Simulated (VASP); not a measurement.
**Pt: single point with r2SCAN**

Crystal: Pt.

```
Pt
1.0
    -1.58422    1.58422    1.58422
     1.58422   -1.58422    1.58422
     1.58422    1.58422   -1.58422
Pt
1
Direct
  0.00000 0.00000 0.00000
```

This isn't the form of Pt at room conditions, which is fcc.

```json
{"Program": "VASP 6.6.1", "Task": "single point", "Functional": "r2SCAN", "Potentials or basis": "VASP PAW PBE potentials, release 64 (Pt)", "Cutoff": "550 eV", "k mesh": "15 × 15 × 15", "Occupations": "gaussian, width 0.1 eV", "Spin": "no spin polarisation", "Dipole correction": "no", "Further INCAR settings": "ALGO = Normal; EDIFF = 1e-06; NBANDS = 11"}
```

| Property | Result |
| --- | --- |
| Pressure | -6.2 GPa |
| Band gap on the k mesh | zero (bands 5 and 6 overlap by 2.23 eV) |

Levels at points of the mesh, in eV from the Fermi level:
```tsv
k point	band 2	band 3	band 4	band 5	band 6	band 7	band 8	band 9
(0.00, 0.00, 0.00)	-3.60	-3.60	-3.60	-1.13	-1.13	18.07	18.07	18.07
```

Wall time 39 s on 1 thread of Intel(R) Xeon(R) Platinum 8375C CPU @ 2.90GHz (Ice Lake), on a shared host, peak memory 0.16 GiB.

Caveat: the cell stands under tension; the PAW data sets were made with another functional, which shifts forces and pressure a little; spin-orbit coupling is left out, which moves the levels of the heavy elements.
